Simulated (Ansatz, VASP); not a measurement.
# Cs in VASP and in Ansatz

Contents of INCAR:

```
PREC = Accurate
ENCUT = 520
EDIFF = 1E-7
ISMEAR = 0
SIGMA = 0.1
LREAL = False
LASPH = True
NELM = 80
ALGO = Normal
ISIF = 2
LWAVE = False
LCHARG = False
GGA = PE
NBANDS = 10
```

File KPOINTS:

```
regular mesh
0
Gamma
  4 4 4
```

Contents of POSCAR:

```
Cs
1.0
   -3.1284650614      3.1284650614      3.1284650614
    3.1284650614     -3.1284650614      3.1284650614
    3.1284650614      3.1284650614     -3.1284650614
Cs
1
Direct
    0.0000000000      0.0000000000      0.0000000000
```

Input for Ansatz:

```yaml
crystal:
  lattice:
    - [-3.1284650614, 3.1284650614, 3.1284650614]
    - [3.1284650614, -3.1284650614, 3.1284650614]
    - [3.1284650614, 3.1284650614, -3.1284650614]
  atoms:
    - { symbol: Cs, position: [0.0, 0.0, 0.0] }
basis:
  ecutwfc: "23 Ha"
kpoints:
  mp_grid: { grid: [4, 4, 4] }
hamiltonian:
  xc: pbe
scf:
  occupations: { method: gaussian, width: 0.1 }
  max_iter: 30
  convergence: { dr2_threshold: "1e-8 eV" }
output:
  forces: true
  stress: true
  eigenvalues: true
```

Alike in both runs: task single point; functional PBE; k mesh 4 × 4 × 4; occupations gaussian, width 0.1 eV; no spin polarisation.

|  | VASP | Ansatz |
| --- | --- | --- |
| version | VASP 6.6.1 | Ansatz 0.2.0 |
| potentials or method | VASP PAW PBE potentials, release 64 (Cs_sv), cutoff 520 eV | scalar-relativistic, plane waves, PAW |
| valence electrons in the cell | 9 | 9 |

Ansatz gave:

```
gap on the k mesh at the Fermi level (eV) : none
pressure (GPa)                            : 0.0
```

Estimate VASP's values.

gap on the k mesh at the Fermi level (eV): none; pressure (GPa): -0.1.

A gap of «none» marks a metal or a gap that the smearing closes. Ansatz's warnings: stress scf threshold loose.

Neither program's run includes spin-orbit coupling.
